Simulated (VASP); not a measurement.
ZnH2: single point with PBE

The system is ZnH2.

```
CELL_PARAMETERS angstrom
3.07469 0.00000 0.00000
-1.53734 2.66276 0.00000
0.00000 0.00000 2.93676
ATOMIC_POSITIONS crystal
Zn 0.00000 0.00000 0.50000
H 0.33333 0.66667 0.00000
H 0.66667 0.33333 0.50000
```

```json
{"Program": "VASP 6.6.1", "Task": "single point", "Functional": "PBE", "Potentials or basis": "VASP PAW PBE potentials, release 64 (Zn, H)", "Cutoff": "520 eV", "k mesh": "18 × 18 × 16", "Occupations": "gaussian, width 0.1 eV", "Spin": "no spin polarisation"}
```

```
Pressure               : 0.1 GPa
Band gap on the k mesh : zero (band 7 reaches 3.52 eV, above the bottom of band 8 at -0.27 eV)
```

Stress tensor (GPa, compression positive):
```
 0.23  0.00  0.00
 0.00  0.23  0.00
 0.00  0.00 -0.07
```

Levels at points of the mesh, in eV from the Fermi level:
| k point | band 3 | band 4 | band 5 | band 6 | band 7 | band 8 | band 9 | band 10 | band 11 | band 12 |
| --- | --- | --- | --- | --- | --- | --- | --- | --- | --- | --- |
| (0.00, 0.00, 0.00) | -7.41 | -7.41 | -7.02 | -7.02 | 1.67 | 7.61 | 10.77 | 10.77 | 10.78 | 12.78 |
| (0.50, 0.00, 0.00) | -7.22 | -7.06 | -7.01 | -6.50 | -4.19 | 3.26 | 5.98 | 12.05 | 12.41 | 13.77 |
| (0.00, 0.00, 0.50) | -7.37 | -7.20 | -7.20 | -5.90 | -5.75 | 9.01 | 9.41 | 13.82 | 13.82 | 17.24 |
| (0.50, 0.00, 0.50) | -7.27 | -6.99 | -6.92 | -4.02 | -1.87 | 0.46 | 1.85 | 9.04 | 10.16 | 10.24 |

It took 110 s on 1 thread of AMD EPYC 7R43 64-Core Processor (Zen 3) (shared host), peak memory 0.18 GiB.
